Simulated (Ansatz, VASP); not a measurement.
# Two plane-wave programs on TiAl

```
Ti Al
1.0
     2.78044    0.00000    0.00000
     0.00000    3.21000    0.00000
     0.00000    0.00000    3.12409
Ti Al
1 1
Cartesian
  0.0000 0.0000 0.0000
  1.3902 1.6050 1.5620
```

Change from the starting cell: normal strain along x -0.1100, normal strain along y +0.0275.

Alike in both runs: task single point; functional LDA; k mesh 14 × 14 × 14; occupations gaussian, width 0.15 eV; no spin polarisation.

|  | VASP | Ansatz |
| --- | --- | --- |
| version | VASP 6.6.1 | Ansatz 0.2.0 |
| potentials or method | VASP PAW LDA potentials, release 64 (Ti_sv, Al), cutoff 520 eV | scalar-relativistic, plane waves, PAW |
| valence electrons in the cell | 15 | 15 |

Ansatz gave:

* gap on the k mesh at the Fermi level (eV): none
* pressure (GPa): 14.1
* traceless stress, the component that is largest in VASP (GPa): -2.25

Problem. Which values does VASP return?

Solution. gap on the k mesh at the Fermi level (eV): none; pressure (GPa): 14.3; traceless stress, the component that is largest in VASP (GPa): -2.23.

Ansatz warns that its potentials were made for another functional, while VASP's fit it. LDA's correlation is that of Perdew and Zunger in VASP and of Perdew and Wang (1992) in Ansatz. A gap of «none» marks a metal or a gap that the smearing closes.
